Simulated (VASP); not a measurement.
**BeTe: single point with LDA**

BeTe:

```
Be Te
1.0
     0.00000    2.99160    2.54840
     2.99160    0.00000    2.54840
     2.99160    2.99160    0.00000
Be Te
1 1
Direct
  0.00000 0.00000 0.00000
  0.75000 0.75000 0.75000
```

This cell differs from its parent crystal: strain +0.080 along x and y, -0.080 along z.

| Property | Result |
| --- | --- |
| Program | VASP 6.6.1 |
| Task | single point |
| Functional | LDA |
| Potentials or basis | VASP PAW LDA potentials, release 64 (Be, Te) |
| Cutoff | 520 eV |
| k mesh | 8 × 8 × 8 |
| Occupations | gaussian, width 0.05 eV |
| Spin | no spin polarisation |
| Dipole correction | no |
| Further INCAR settings | ALGO = Normal; EDIFF = 1e-07; NBANDS = 11 |

| Item | Value |
| --- | --- |
| Pressure | -3.5 GPa |
| Band gap on the k mesh | 0.96 eV, indirect (least direct gap 3.03 eV) |

Stress tensor (GPa, compression positive):
```
-5.90  0.00  0.00
 0.00 -5.90  0.00
 0.00  0.00  1.20
```

Levels at points of the mesh, in eV from the valence-band top:
```
           k point  band 1  band 2  band 3  band 4  band 5  band 6  band 7  band 8  band 9
(0.00, 0.00, 0.00)  -12.58   -0.64   -0.64    0.00    3.03    3.12    3.44    3.44    7.83
(0.50, 0.00, 0.00)  -11.27   -5.78   -2.06   -0.95    2.09    3.68    5.11    7.53    9.52
(0.50, 0.50, 0.00)  -10.47   -4.71   -3.61   -3.61    0.96    1.40    9.10    9.10   11.20
(0.50, 0.00, 0.50)  -11.00   -5.65   -2.65   -2.41    1.91    2.81    8.02    8.34    9.76
```

Run time: 28 s on 1 thread of AMD EPYC 7R43 64-Core Processor (Zen 3), with other jobs on the host, peak memory 0.14 GiB.

Caveat: the cell differs from its parent crystal (strain +0.080 along x and y, -0.080 along z); spin-orbit coupling is left out, which moves the levels of the heavy elements. A k mesh can miss the band edges.
